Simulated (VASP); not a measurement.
Write the native input for VASP 6.6.1 that does the following.

- Task: single point
- Functional: r2SCAN
- Potentials or basis: VASP PAW PBE potentials, release 64 (Mg, Se)
- Cutoff: 660 eV
- k mesh: 8 × 8 × 8
- Occupations: gaussian, width 0.02 eV
- Spin: no spin polarisation
- Dipole correction: no
- Further INCAR settings: ALGO = Normal; EDIFF = 1e-06; NBANDS = 11

Crystal: MgSe.

```xyz
2
Lattice="0.0000 2.7545 2.7545 2.7545 0.0000 2.7545 2.7545 2.7545 0.0000" Properties=species:S:1:pos:R:3 pbc="T T T"
Mg    0.0000    0.0000    0.0000
Se    2.7545    2.7545    2.7545
```

The input as run:

POSCAR

```
MgSe
1.0
    0.0000000000      2.7544736754      2.7544736754
    2.7544736754      0.0000000000      2.7544736754
    2.7544736754      2.7544736754      0.0000000000
Mg Se
1 1
Direct
    0.0000000000      0.0000000000      0.0000000000
    0.5000000000      0.5000000000      0.5000000000
```

INCAR.step1

```
PREC     = Accurate       # precision mode
ENCUT    = 660            # plane-wave cutoff, eV
ISMEAR   = 0              # smearing method
SIGMA    = 0.02           # smearing width, eV
LREAL    = False          # projectors in reciprocal space
LASPH    = True           # aspherical terms in the spheres
NELM     = 120            # most SCF steps
NBANDS   = 11             # bands
GGA      = PE             # functional
ALGO     = Normal         # electronic algorithm
EDIFF    = 1E-5           # SCF threshold, eV
LWAVE    = True           # write WAVECAR
LCHARG   = False          # write CHGCAR
GGA_COMPAT= False
```

INCAR.step2

```
PREC     = Accurate       # precision mode
ENCUT    = 660            # plane-wave cutoff, eV
EDIFF    = 1E-6           # SCF threshold, eV
ISMEAR   = 0              # smearing method
SIGMA    = 0.02           # smearing width, eV
LREAL    = False          # projectors in reciprocal space
LASPH    = True           # aspherical terms in the spheres
NELM     = 120            # most SCF steps
ALGO     = Normal         # electronic algorithm
ISIF     = 2              # what is computed and relaxed
LWAVE    = False          # write WAVECAR
LCHARG   = True           # write CHGCAR
METAGGA  = R2SCAN         # meta-GGA
LMIXTAU  = True         
LELF     = True           # ELF
LVHAR    = True         
NBANDS   = 11             # bands
ISTART   = 1            
GGA_COMPAT= False
```

KPOINTS

```
Automatic mesh
0
Gamma
  8 8 8
```

Potentials or basis: VASP PAW PBE potentials, release 64 (Mg, Se).

The run is started by

```bash
$ cat potpaw_PBE.64/Mg/POTCAR potpaw_PBE.64/Se/POTCAR > POTCAR
$ cp INCAR.step1 INCAR
$ mpirun -np 1 vasp_std > vasp.out
$ cp INCAR.step2 INCAR
$ mpirun -np 1 vasp_std > vasp.out
```

It gave:

```yaml
Pressure: -1.6 GPa
Band_gap_on_the_k_mesh: 2.41 eV, indirect (least direct gap 3.27 eV)
```

Caveat: the PAW data sets were made with another functional, which shifts forces and pressure a little.

Wall time 3.1 min on 1 thread of Intel Xeon 8259CL (shared host), peak memory 0.22 GiB.
